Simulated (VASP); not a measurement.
# MoH6 (C222) in VASP: single point with PBE

Aim: the single point of MoH6 with PBE.

Program: VASP 6.6.1. These are calculated values, not measurements. Logs are shortened: lines on timing, memory, paths and dates and some standing lists are left out, and cuts for length are marked.

## Step 1: The cell of the first run

The typed cell holds 7 atoms: a = 2.908 Å, b = 2.908 Å, c = 4.749 Å, α = 90.00°, β = 90.00°, γ = 102.60°.

## Step 2: Single point, PBE

Contents of INCAR:

```
SYSTEM = MoH6
  PREC = Accurate
  ENCUT = 500
  EDIFF = 1E-6
  ISMEAR = 0
  SIGMA = 0.15
  LREAL = .False.
  LASPH = .True.
  NELM = 120
  ALGO = Normal
  ISIF = 2
  LWAVE = .False.
  LCHARG = .True.
  GGA = PE
  LELF = .True.
  LVHAR = .True.
  NBANDS = 19
  GGA_COMPAT = .False.
```

Contents of KPOINTS:

```
Automatic mesh
0
Gamma
  4 4 2
  0 0 0
```

Contents of POSCAR:

```
MoH6
1.0
    1.8183113318     -2.2697914839      0.0000000000
    1.8183113318      2.2697914839      0.0000000000
    0.0000000000      0.0000000000      4.7494079969
H Mo
6 1
Direct
    0.7040077256      0.2959922744      0.0000000000
    0.2959922744      0.7040077256      0.0000000000
    0.2317417744      0.7687742476      0.7994302898
    0.7682582256      0.2312257524      0.7994302898
    0.7687742476      0.2317417744      0.2005697102
    0.2312257524      0.7682582256      0.2005697102
    0.5000000000      0.5000000000      0.5000000000
```

Potentials or basis: VASP PAW PBE potentials, release 64 (H, Mo_sv).

Launch:

```console
cat potpaw_PBE.64/H/POTCAR potpaw_PBE.64/Mo_sv/POTCAR > POTCAR
mpirun -np 1 vasp_std > vasp.out
```

OUTCAR:

```text
SYSTEM = MoH6
   PREC = Accurate
   ENCUT = 500
   EDIFF = 1E-6
   ISMEAR = 0
   LREAL = .False.
   LASPH = .True.
   NELM = 120
   ISIF = 2
   GGA = PE

 ion  position               nearest neighbor table
   1  0.704  0.296  0.000-
   2  0.296  0.704  0.000-
   3  0.232  0.769  0.799-   7 1.87
   4  0.768  0.231  0.799-   7 1.87
   5  0.769  0.232  0.201-   7 1.87
   6  0.231  0.768  0.201-   7 1.87
   7  0.500  0.500  0.500-   3 1.87   4 1.87   5 1.87   6 1.87

  LATTYP: Found a base centered orthorhombic cell.
 ALAT       =     3.6366226636
 B/A-ratio  =     1.2482963969
 C/A-ratio  =     1.3059941699

  Lattice vectors:

 A1 = (   1.8183113318,  -2.2697914839,   0.0000000000)
 A2 = (   1.8183113318,   2.2697914839,   0.0000000000)
 A3 = (   0.0000000000,   0.0000000000,   4.7494079969)

Analysis of symmetry for initial positions (statically):
=====================================================================
 Subroutine PRICEL returns:
 Original cell was already a primitive cell.

 Routine SETGRP: Setting up the symmetry group for a
 base centered orthorhombic supercell.

 Subroutine GETGRP returns: Found  4 space group operations
 (whereof  4 operations were pure point group operations)
 out of a pool of  8 trial point group operations.

The static configuration has the point symmetry D_2 .

Analysis of symmetry for dynamics (positions and initial velocities):
=====================================================================
 Subroutine PRICEL returns:
 Original cell was already a primitive cell.

 Routine SETGRP: Setting up the symmetry group for a
 base centered orthorhombic supercell.

 Subroutine GETGRP returns: Found  4 space group operations
 (whereof  4 operations were pure point group operations)
 out of a pool of  8 trial point group operations.

The dynamic configuration has the point symmetry D_2 .

 Subroutine INISYM returns: Found  4 space group operations
 (whereof  4 operations are pure point group operations),
 and found     1 'primitive' translations

----------------------------------------------------------------------------------------

                                     Primitive cell

  volume of cell :      39.2034

  direct lattice vectors                    reciprocal lattice vectors
     1.818311332 -2.269791484  0.000000000     0.274980412 -0.220284552  0.000000000
     1.818311332  2.269791484  0.000000000     0.274980412  0.220284552  0.000000000
     0.000000000  0.000000000  4.749407997     0.000000000  0.000000000  0.210552557

  length of vectors
     2.908300101  2.908300101  4.749407997     0.352334374  0.352334374  0.210552557

  position of ions in fractional coordinates (direct lattice)
     0.704007726  0.295992274  0.000000000
     0.295992274  0.704007726  0.000000000
     0.231741774  0.768774248  0.799430290
     0.768258226  0.231225752  0.799430290
     0.768774248  0.231741774  0.200569710
     0.231225752  0.768258226  0.200569710
     0.500000000  0.500000000  0.500000000

  ion indices of the primitive-cell ions
   primitive index   ion index
                 1           1
                 2           2
                 3           3
                 4           4
                 5           5
                 6           6
                 7           7

----------------------------------------------------------------------------------------

 KPOINTS: Automatic mesh

Automatic generation of k-mesh.
 Grid dimensions read from file:
 generate k-points for:    4    4    2

 Generating k-lattice:

  Cartesian coordinates                     Fractional coordinates (reciprocal lattice)
     0.068745103 -0.055071138  0.000000000     0.250000000  0.000000000  0.000000000
     0.068745103  0.055071138  0.000000000     0.000000000  0.250000000  0.000000000
     0.000000000  0.000000000  0.105276279     0.000000000  0.000000000  0.500000000

  Length of vectors
     0.088083593  0.088083593  0.105276279

  Shift w.r.t. Gamma in fractional coordinates (k-lattice)
     0.000000000  0.000000000  0.000000000

 Subroutine IBZKPT returns following result:
 ===========================================

 Found     14 irreducible k-points:

 Following reciprocal coordinates:
            Coordinates               Weight
  0.000000  0.000000  0.000000      1.000000
  0.250000  0.000000  0.000000      4.000000
  0.500000  0.000000  0.000000      2.000000
  0.250000  0.250000  0.000000      2.000000
  0.500000  0.250000  0.000000      4.000000
 -0.250000  0.250000  0.000000      2.000000
  0.500000  0.500000  0.000000      1.000000
  0.000000  0.000000  0.500000      1.000000
  0.250000  0.000000  0.500000      4.000000
  0.500000  0.000000  0.500000      2.000000
  0.250000  0.250000  0.500000      2.000000
  0.500000  0.250000  0.500000      4.000000
 -0.250000  0.250000  0.500000      2.000000
  0.500000  0.500000  0.500000      1.000000
   k-points           NKPTS =     14   k-points in BZ     NKDIM =     14   number of bands    NBANDS=     19
   number of dos      NEDOS =    301   number of ions     NIONS =      7
   total plane-waves  NPLWV =  20736
   dimension x,y,z NGX =    24 NGY =   24 NGZ =   36
   dimension x,y,z NGXF=    48 NGYF=   48 NGZF=   72
   ions per type =               6   1
   NGX,Y,Z   is equivalent  to a cutoff of  13.72, 13.72, 12.60 a.u.
   NGXF,Y,Z  is equivalent  to a cutoff of  27.44, 27.44, 25.20 a.u.
 SYSTEM =  MoH6
   PREC   = accura    normal or accurate (medium, high low for compatibility)
   ISTART =      0    job   : 0-new  1-cont  2-samecut
   ICHARG =      2    charge: 1-file 2-atom 10-const
   ISPIN  =      1    spin polarized calculation?
   LNONCOLLINEAR =      F non collinear calculations
   LSORBIT =      F    spin-orbit coupling
   LASPH  =      T    aspherical Exc in radial PAW
   ENCUT  =  500.0 eV  36.75 Ry    6.06 a.u.   5.30  5.30  8.66*2*pi/ulx,y,z
   NELM   =    120;   NELMIN=  2; NELMDL= -5     # of ELM steps
   EDIFF  = 0.1E-05   stopping-criterion for ELM
   LREAL  =      F    real-space projection
   EDIFFG = 0.1E-04   stopping-criterion for IOM
   NSW    =      0    number of steps for IOM
   IBRION =     -1    ionic relax: 0-MD 1-quasi-New 2-CG
   NFREE  =      0    steps in history (QN), initial steepest desc. (CG)
   ISIF   =      2    stress and relaxation
   ISYM   =      2    0-nonsym 1-usesym 2-fastsym
   POTIM  = 0.5000    time-step for ionic-motion
   TEBEG  =    0.0;   TEEND  =   0.0 temperature during run
   PSTRESS=    0.0 pullay stress
   NELECT =      20.0000    total number of electrons
   NUPDOWN=      -1.0000    fix difference up-down
   EMIN   =  10.00;   EMAX   =-10.00  energy-range for DOS
   EFERMI =   0.00;   METHOD = LEGACY
   ISMEAR =     0;   SIGMA  =   0.15  broadening in eV -4-tet -1-fermi 0-gaus
   EFERMI_NEDOS =   21; number of points for ismear=-14 and -15
   IALGO  =     38    algorithm
   IMIX   =      4    mixing-type and parameters
     AMIX     =   0.40;   BMIX     =  1.00
     AMIX_MAG =   1.60;   BMIX_MAG =  1.00
  volume/ion in A,a.u.               =       5.60        37.79
  Fermi-wavevector in a.u.,A,eV,Ry     =   1.308108  2.471966 23.281562  1.711147
  Thomas-Fermi vector in A             =   2.438797
   LORBIT       =      0    0 simple, 1 ext, 2 COOP (PROOUT), +10 PAW based schemes
   GGA     = PE    functional components
   LHFCALC =     F    Hartree Fock is set to
   AEXX    =    0.0000 exact exchange contribution
   IVDW    =     0    specifies the selected vdW correction
   LEPSILON=     F    determine dielectric tensor
   LRPA    =     F    only Hartree local field effects (RPA)
 non-spin polarized calculation
 Gauss-broadening in eV      SIGMA  =   0.15
  energy-cutoff  :      500.00
  volume of cell :       39.20
 maximum number of plane-waves:      1004
 NGX is ok and might be reduce to    24
   NGX = 11   NGY = 11   NGZ = 17

 number of electron      20.0000002 magnetization

 Free energy of the ion-electron system (eV)
  ---------------------------------------------------
  ext. energy  EPLUGINS =         0.00000000
  ---------------------------------------------------
  free energy    TOTEN  =       -26.82994723 eV

  energy without entropy =      -26.81059384  energy(sigma->0) =      -26.82027053

 E-fermi :   5.5331     XC(G=0): -11.0206

 val. band max:        5.5099917679   @ k =  -0.2500   0.2500   0.0000
 cond. band min:       5.6435211438   @ k =   0.2500   0.0000   0.5000
 fundamental gap:      0.1335293759
 Fermi energy:         5.5330633669

 k-point     1 :       0.0000    0.0000    0.0000
  band No.  band energies     occupation
      1     -55.3395      2.00000
      2     -29.5461      2.00000
      3     -29.2386      2.00000
      4     -28.9899      2.00000
      5      -7.4525      2.00000
      6      -0.3380      2.00000
[... 11 lines left out ...]
     18      18.6492      0.00000
     19      18.7434      0.00000

 k-point     2 :       0.2500    0.0000    0.0000
  band No.  band energies     occupation
      1     -55.3116      2.00000
      2     -29.5098      2.00000
      3     -29.4273      2.00000
      4     -29.0687      2.00000
      5      -6.4553      2.00000
      6      -0.2405      2.00000
[... 11 lines left out ...]
     18      19.1434      0.00000
     19      20.6176      0.00000

 k-point     3 :       0.5000    0.0000    0.0000
  band No.  band energies     occupation
      1     -55.2835      2.00000
      2     -29.6770      2.00000
      3     -29.4732      2.00000
      4     -29.0766      2.00000
      5      -4.1780      2.00000
      6      -3.1747      2.00000
[... 214 lines left out ...]
      1     -55.2863      2.00000
      2     -29.4830      2.00000
      3     -29.4104      2.00000
      4     -29.3030      2.00000
      5      -5.7602      2.00000
      6      -1.0300      2.00000
[... 11 lines left out ...]
     18      16.4019      0.00000
     19      20.2477      0.00000

 k-point    14 :       0.5000    0.5000    0.5000
  band No.  band energies     occupation
      1     -55.2327      2.00000
      2     -29.5999      2.00000
      3     -29.5773      2.00000
      4     -29.4145      2.00000
      5      -4.4554      2.00000
      6      -0.2970      2.00000
[... 11 lines left out ...]
     18      15.2684      0.00000
     19      17.6863      0.00000

------------------------ aborting loop because EDIFF is reached ----------------------------------------

  FORCE on cell =-STRESS in cart. coord.  units (eV):
  Direction    XX          YY          ZZ          XY          YZ          ZX
  --------------------------------------------------------------------------------------
  -------------------------------------------------------------------------------------
  Total       -0.0079679     -0.0662001     -0.1635968      0.0000000      0.0000000      0.0000000
  in kB       -0.3256349     -2.7054882     -6.6859294      0.0000000      0.0000000      0.0000000
  external PRESSURE =      -3.2390175 kB  Pullay stress =       0.0000000 kB

 VOLUME and BASIS-vectors are now :
 -----------------------------------------------------------------------------
  energy-cutoff  :      500.00
  volume of cell :       39.20
      direct lattice vectors                 reciprocal lattice vectors
     1.818311332 -2.269791484  0.000000000     0.274980412 -0.220284552  0.000000000
     1.818311332  2.269791484  0.000000000     0.274980412  0.220284552  0.000000000
     0.000000000  0.000000000  4.749407997     0.000000000  0.000000000  0.210552557

 POSITION                                       TOTAL-FORCE (eV/Angst)
 -----------------------------------------------------------------------------------
      1.81831     -0.92611      0.00000        -0.000000      0.031140      0.000000
      1.81831      0.92611      0.00000        -0.000000     -0.031140      0.000000
      1.81925      1.21895      3.79682        -0.001927      0.023264     -0.023908
      1.81737     -1.21895      3.79682         0.001927     -0.023264     -0.023908
      1.81925     -1.21895      0.95259        -0.001927     -0.023264      0.023908
      1.81737      1.21895      0.95259         0.001927      0.023264      0.023908
      1.81831      0.00000      2.37470        -0.000000     -0.000000      0.000000
 -----------------------------------------------------------------------------------
    total drift:                                0.000000      0.000000     -0.000000

  FREE ENERGIE OF THE ION-ELECTRON SYSTEM (eV)
  ---------------------------------------------------
  free  energy   TOTEN  =       -26.8299472276 eV

  energy  without entropy=      -26.8105938412  energy(sigma->0) =      -26.82027053
```

Run time: 28 s. Hardware: 1 thread of AMD EPYC 7R43 (Zen 3), shared host; peak memory 0.11 GiB.

Results:

```
Free energy            : -26.8299 eV
Pressure               : -0.3 GPa
Largest force          : 0.033 eV/Å
Band gap on the k mesh : zero (band 10 reaches 6.53 eV, above the bottom of band 11 at 5.13 eV)
```

Forces in eV/Å, atoms in the order of the input:
```
H    0.000  0.031  0.000
H    0.000 -0.031  0.000
H   -0.002  0.023 -0.024
H    0.002 -0.023 -0.024
H   -0.002 -0.023  0.024
H    0.002  0.023  0.024
Mo   0.000  0.000  0.000
```

Levels at points of the mesh, in eV from the Fermi level:
| k point | band 8 | band 9 | band 10 | band 11 | band 12 | band 13 |
| --- | --- | --- | --- | --- | --- | --- |
| (0.00, 0.00, 0.00) | -3.43 | -2.39 | -1.21 | 1.07 | 1.50 | 1.92 |
| (0.50, 0.00, 0.00) | -2.67 | -1.97 | 0.85 | 1.02 | 2.14 | 2.20 |
| (0.50, 0.50, 0.00) | -3.34 | -0.89 | 0.71 | 0.89 | 3.69 | 3.95 |
| (0.00, 0.00, 0.50) | -2.49 | -2.36 | 1.00 | 1.76 | 2.43 | 2.74 |
| (0.50, 0.00, 0.50) | -3.89 | -1.62 | -0.30 | 0.91 | 1.25 | 4.34 |
| (0.50, 0.50, 0.50) | -3.57 | -1.28 | -0.56 | -0.40 | 1.26 | 3.69 |

Caveat: the k points lie up to 0.66 Å⁻¹ apart.
